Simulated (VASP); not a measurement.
# Ti4H in VASP: relaxation of the atoms with PBEsol

Aim: the relaxation of the atoms of Ti4H with PBEsol.

All numbers are computed with VASP 6.6.1; they aren't measurements. Logs are shortened: lines on timing, memory, paths and dates and some standing lists are left out, and cuts for length are marked.

## Step 1: The cell of the first run

The cell holds a slab with vacuum, 5 atoms: a = 2.868 Å, b = 2.868 Å, c = 25.084 Å, α = 90.00°, β = 90.00°, γ = 90.00°.

## Step 2: Relaxation of the atoms, PBEsol

Input file INCAR:

```
ALGO = Normal ; DIPOL = 0.5 0.5 0.485
EDIFF = 1E-7 ; EDIFFG = -0.03
ENCUT = 450 ; GGA = PS
GGA_COMPAT = False ; IBRION = 2
IDIPOL = 3 ; ISIF = 2
ISMEAR = 0 ; LASPH = True
LCHARG = False ; LDIPOL = True
LREAL = False ; LWAVE = False
NELM = 120 ; NELMDL = -8
NELMIN = 4 ; NSW = 90
PREC = Accurate ; SIGMA = 0.1
```

Input file KPOINTS:

```
k-points
0
Gamma
  10 10 1
```

Input file POSCAR:

```
Ti4H
1.0
    2.8679135955      0.0000000000      0.0000000000
    0.0000000000      2.8679135955      0.0000000000
    0.0000000000      0.0000000000     25.0837634538
Ti H
4 1
Selective dynamics
Direct
    0.5000000000      0.5000000000      0.3388646212  F F F
    0.0000000000      0.0000000000      0.4197105897  F F F
    0.5000000000      0.5000000000      0.5045747371  T T T
    0.0000000000      0.0000000000      0.5792204719  T T T
    0.5000000000      0.5000000000      0.5808151289  T T T
```

Potentials or basis: VASP PAW PBE potentials, release 64 (Ti_sv, H).

Run with:

```sh
$ cat potpaw_PBE.64/Ti_sv/POTCAR potpaw_PBE.64/H/POTCAR > POTCAR
$ mpirun -np 1 vasp_std > vasp.out
```

OUTCAR:

```text
EDIFF = 1E-7
   EDIFFG = -0.03
   ENCUT = 450
   GGA = PS
   IBRION = 2
   ISIF = 2
   ISMEAR = 0
   LASPH = True
   LREAL = False
   NELM = 120
   NELMDL = -8
   NELMIN = 4
   NSW = 90
   PREC = Accurate

 ion  position               nearest neighbor table
   1  0.500  0.500  0.339-   2 2.87   2 2.87   2 2.87   2 2.87
   2  0.000  0.000  0.420-   1 2.87   1 2.87   1 2.87   1 2.87
   3  0.500  0.500  0.505-   4 2.76   4 2.76   4 2.76   4 2.76
   4  0.000  0.000  0.579-   3 2.76   3 2.76   3 2.76   3 2.76
   5  0.500  0.500  0.581-

  LATTYP: Found a simple tetragonal cell.
 ALAT       =     2.8679135955
 C/A-ratio  =     8.7463455988

  Lattice vectors:

 A1 = (   2.8679135955,   0.0000000000,   0.0000000000)
 A2 = (   0.0000000000,   2.8679135955,   0.0000000000)
 A3 = (   0.0000000000,   0.0000000000,  25.0837634538)

Analysis of symmetry for initial positions (statically):
=====================================================================
 Subroutine PRICEL returns:
 Original cell was already a primitive cell.

 Routine SETGRP: Setting up the symmetry group for a
 simple tetragonal supercell.

 Subroutine GETGRP returns: Found  8 space group operations
 (whereof  8 operations were pure point group operations)
 out of a pool of 16 trial point group operations.

The static configuration has the point symmetry C_4v.

Analysis of symmetry for dynamics (positions and initial velocities):
=====================================================================
 Subroutine PRICEL returns:
 Original cell was already a primitive cell.

 Routine SETGRP: Setting up the symmetry group for a
 simple tetragonal supercell.

 Subroutine GETGRP returns: Found  8 space group operations
 (whereof  8 operations were pure point group operations)
 out of a pool of 16 trial point group operations.

The dynamic configuration has the point symmetry C_4v.

Analysis of constrained symmetry for selective dynamics:
=====================================================================
 Subroutine PRICEL returns:
 Original cell was already a primitive cell.

 Routine SETGRP: Setting up the symmetry group for a
 simple tetragonal supercell.

 Subroutine GETGRP returns: Found  8 space group operations
 (whereof  8 operations were pure point group operations)
 out of a pool of 16 trial point group operations.

The constrained configuration has the point symmetry C_4v.

 Subroutine INISYM returns: Found  8 space group operations
 (whereof  8 operations are pure point group operations),
 and found     1 'primitive' translations

----------------------------------------------------------------------------------------

                                     Primitive cell

  volume of cell :     206.3122

  direct lattice vectors                    reciprocal lattice vectors
     2.867913596  0.000000000  0.000000000     0.348685540  0.000000000  0.000000000
     0.000000000  2.867913596  0.000000000     0.000000000  0.348685540  0.000000000
     0.000000000  0.000000000 25.083763454     0.000000000  0.000000000  0.039866426

  length of vectors
     2.867913596  2.867913596 25.083763454     0.348685540  0.348685540  0.039866426

  position of ions in fractional coordinates (direct lattice)
     0.500000000  0.500000000  0.338864621
     0.000000000  0.000000000  0.419710590
     0.500000000  0.500000000  0.504574737
     0.000000000  0.000000000  0.579220472
     0.500000000  0.500000000  0.580815129

  ion indices of the primitive-cell ions
   primitive index   ion index
                 1           1
                 2           2
                 3           3
                 4           4
                 5           5

----------------------------------------------------------------------------------------

 KPOINTS: k-points

Automatic generation of k-mesh.
 Grid dimensions read from file:
 generate k-points for:   10   10    1

 Generating k-lattice:

  Cartesian coordinates                     Fractional coordinates (reciprocal lattice)
     0.034868554  0.000000000  0.000000000     0.100000000  0.000000000  0.000000000
     0.000000000  0.034868554  0.000000000     0.000000000  0.100000000  0.000000000
     0.000000000  0.000000000  0.039866426     0.000000000  0.000000000  1.000000000

  Length of vectors
     0.034868554  0.034868554  0.039866426

  Shift w.r.t. Gamma in fractional coordinates (k-lattice)
     0.000000000  0.000000000  0.000000000

 Subroutine IBZKPT returns following result:
 ===========================================

 Found     21 irreducible k-points:

 Following reciprocal coordinates:
            Coordinates               Weight
  0.000000  0.000000  0.000000      1.000000
  0.100000  0.000000  0.000000      4.000000
  0.200000  0.000000  0.000000      4.000000
  0.300000  0.000000  0.000000      4.000000
  0.400000  0.000000  0.000000      4.000000
  0.500000  0.000000  0.000000      2.000000
[... 13 lines left out ...]
  0.500000  0.400000  0.000000      4.000000
  0.500000  0.500000  0.000000      1.000000
   k-points           NKPTS =     21   k-points in BZ     NKDIM =     21   number of bands    NBANDS=     29
   number of dos      NEDOS =    301   number of ions     NIONS =      5
   total plane-waves  NPLWV =  72000
   dimension x,y,z NGX =    20 NGY =   20 NGZ =  180
   dimension x,y,z NGXF=    40 NGYF=   40 NGZF=  360
   ions per type =               4   1
   NGX,Y,Z   is equivalent  to a cutoff of  11.59, 11.59, 11.93 a.u.
   NGXF,Y,Z  is equivalent  to a cutoff of  23.19, 23.19, 23.86 a.u.
 SYSTEM =  unknown system
   PREC   = accura    normal or accurate (medium, high low for compatibility)
   ISTART =      0    job   : 0-new  1-cont  2-samecut
   ICHARG =      2    charge: 1-file 2-atom 10-const
   ISPIN  =      1    spin polarized calculation?
   LNONCOLLINEAR =      F non collinear calculations
   LSORBIT =      F    spin-orbit coupling
   LASPH  =      T    aspherical Exc in radial PAW
   ENCUT  =  450.0 eV  33.07 Ry    5.75 a.u.   4.96  4.96 43.39*2*pi/ulx,y,z
   NELM   =    120;   NELMIN=  4; NELMDL= -8     # of ELM steps
   EDIFF  = 0.1E-06   stopping-criterion for ELM
   LREAL  =      F    real-space projection
   EDIFFG = -.3E-01   stopping-criterion for IOM
   NSW    =     90    number of steps for IOM
   IBRION =      2    ionic relax: 0-MD 1-quasi-New 2-CG
   NFREE  =      1    steps in history (QN), initial steepest desc. (CG)
   ISIF   =      2    stress and relaxation
   ISYM   =      2    0-nonsym 1-usesym 2-fastsym
   POTIM  = 0.5000    time-step for ionic-motion
   TEBEG  =    0.0;   TEEND  =   0.0 temperature during run
   PSTRESS=    0.0 pullay stress
   NELECT =      49.0000    total number of electrons
   NUPDOWN=      -1.0000    fix difference up-down
   EMIN   =  10.00;   EMAX   =-10.00  energy-range for DOS
   EFERMI =   0.00;   METHOD = LEGACY
   ISMEAR =     0;   SIGMA  =   0.10  broadening in eV -4-tet -1-fermi 0-gaus
   EFERMI_NEDOS =   21; number of points for ismear=-14 and -15
   IALGO  =     38    algorithm
   IMIX   =      4    mixing-type and parameters
     AMIX     =   0.40;   BMIX     =  1.00
     AMIX_MAG =   1.60;   BMIX_MAG =  1.00
  volume/ion in A,a.u.               =      41.26       278.45
  Fermi-wavevector in a.u.,A,eV,Ry     =   1.013830  1.915861 13.984773  1.027852
  Thomas-Fermi vector in A             =   2.147022
   LORBIT       =      0    0 simple, 1 ext, 2 COOP (PROOUT), +10 PAW based schemes
   GGA     = PS    functional components
   LHFCALC =     F    Hartree Fock is set to
   AEXX    =    0.0000 exact exchange contribution
   IVDW    =     0    specifies the selected vdW correction
   LEPSILON=     F    determine dielectric tensor
   LRPA    =     F    only Hartree local field effects (RPA)
 conjugate gradient relaxation of ions
 non-spin polarized calculation
 Gauss-broadening in eV      SIGMA  =   0.10
  energy-cutoff  :      450.00
  volume of cell :      206.31
 maximum number of plane-waves:      4506
 NGX is ok and might be reduce to    20
   NGX =  9   NGY =  9   NGZ = 87

 dipolmoment           0.000000      0.000000     -0.022298 electrons x Angstroem

--------------------------------------- Ionic step        1  -------------------------------------------

 number of electron      49.0000002 magnetization

 Free energy of the ion-electron system (eV)
  ---------------------------------------------------
  ext. energy  EPLUGINS =         0.00000000
  ---------------------------------------------------
  free energy    TOTEN  =       -35.48604760 eV

  energy without entropy =      -35.43928056  energy(sigma->0) =      -35.46266408

------------------------ aborting loop because EDIFF is reached ----------------------------------------

  FORCE on cell =-STRESS in cart. coord.  units (eV):
  Direction    XX          YY          ZZ          XY          YZ          ZX
  --------------------------------------------------------------------------------------
  -------------------------------------------------------------------------------------
  Total       -2.6345711     -2.6345711     -0.4065237      0.0000000      0.0000000     -0.0000000
  in kB      -20.4595314    -20.4595314     -3.1569787      0.0000000      0.0000000     -0.0000000
  external PRESSURE =     -14.6920139 kB  Pullay stress =       0.0000000 kB
[... 297 lines left out ...]
  energy  without entropy=      -35.4949749038  energy(sigma->0) =      -35.51703320

--------------------------------------- Ionic step        9  -------------------------------------------

 number of electron      48.9999998 magnetization

 dipolmoment           0.000000      0.000000      0.022704 electrons x Angstroem

 Free energy of the ion-electron system (eV)
  ---------------------------------------------------
  ext. energy  EPLUGINS =         0.00000000
  ---------------------------------------------------
  free energy    TOTEN  =       -35.53915626 eV

  energy without entropy =      -35.49512300  energy(sigma->0) =      -35.51713963

 E-fermi :   0.0540     XC(G=0):  -4.7933

 val. band max:        0.0247131367   @ k =   0.3000   0.1000   0.0000
 cond. band min:       0.0567396943   @ k =   0.2000   0.1000   0.0000
 fundamental gap:      0.0320265576
 Fermi energy:         0.0540437676

 k-point     1 :       0.0000    0.0000    0.0000
  band No.  band energies     occupation
      1     -56.5595      2.00000
      2     -56.5459      2.00000
      3     -56.3056      2.00000
      4     -56.1822      2.00000
      5     -33.0758      2.00000
      6     -33.0127      2.00000
[... 661 lines left out ...]
     28       2.2936      0.00000
     29       2.3671      0.00000

------------------------ aborting loop because EDIFF is reached ----------------------------------------

 vacuum level on the upper side and lower side of the slab       (xc-potential included)         0.136        -0.341

  FORCE on cell =-STRESS in cart. coord.  units (eV):
  Direction    XX          YY          ZZ          XY          YZ          ZX
  --------------------------------------------------------------------------------------
  -------------------------------------------------------------------------------------
  Total       -2.9534999     -2.9534999     -1.3142976      0.0000000      0.0000000      0.0000000
  in kB      -22.9362666    -22.9362666    -10.2065621      0.0000000      0.0000000      0.0000000
  external PRESSURE =     -18.6930318 kB  Pullay stress =       0.0000000 kB

 VOLUME and BASIS-vectors are now :
 -----------------------------------------------------------------------------
  energy-cutoff  :      450.00
  volume of cell :      206.31
      direct lattice vectors                 reciprocal lattice vectors
     2.867913596  0.000000000  0.000000000     0.348685540  0.000000000  0.000000000
     0.000000000  2.867913596  0.000000000     0.000000000  0.348685540  0.000000000
     0.000000000  0.000000000 25.083763454     0.000000000  0.000000000  0.039866426
[... 11 lines left out ...]
  FREE ENERGIE OF THE ION-ELECTRON SYSTEM (eV)
  ---------------------------------------------------
  free  energy   TOTEN  =       -35.5391562630 eV

  energy  without entropy=      -35.4951229990  energy(sigma->0) =      -35.51713963

 reached required accuracy - stopping structural energy minimisation

 vacuum level on the upper side and lower side of the slab         4.550         4.059
```

It took 7.9 min on 1 thread of Intel Xeon 6975P-C (Granite Rapids), shared host; peak memory 0.31 GiB.

Results:

```
Free energy               : -35.5392 eV
Energy gained by relaxing : 10.6 meV/atom
Ionic steps               : 9
Band gap on the k mesh    : zero (an odd number of electrons rules out a gap without spin polarisation)
```

Step by step:
```
step  energy change (eV)  largest force on free atoms (eV/Å)  pressure (GPa)
   1              0.0000                              1.0019           -1.47
   2             -0.0434                              0.3881           -1.80
   3             -0.0511                              0.0855           -1.97
   4             -0.0511                              0.0753           -1.96
   5             -0.0517                              0.0602           -1.94
   6             -0.0528                              0.0330           -1.89
   7             -0.0523                              0.0772           -1.79
   8             -0.0530                              0.0341           -1.86
   9             -0.0531                              0.0074           -1.87
```

Final structure:
```xyz
5
Lattice="2.8679 0.0000 0.0000 0.0000 2.8679 0.0000 0.0000 0.0000 25.0838" Properties=species:S:1:pos:R:3 pbc="T T T"
Ti    1.4340    1.4340    8.5000
Ti    0.0000    0.0000   10.5279
Ti    1.4340    1.4340   12.5639
Ti    0.0000    0.0000   14.5410
H     1.4340    1.4340   14.6174
```

Levels at points of the mesh, in eV from the Fermi level:
```tsv
k point	band 21	band 22	band 23	band 24	band 25	band 26	band 27	band 28
(0.00, 0.00, 0.00)	-1.73	-1.19	-0.30	-0.18	0.01	0.56	1.04	1.04
(0.50, 0.00, 0.00)	-1.70	-0.30	-0.30	-0.04	0.08	0.51	0.57	0.60
(0.50, 0.50, 0.00)	-1.61	-1.61	-0.83	-0.83	0.53	0.53	2.12	2.24
```

Caveat: the PAW data sets were made with another functional, which shifts forces and pressure a little.
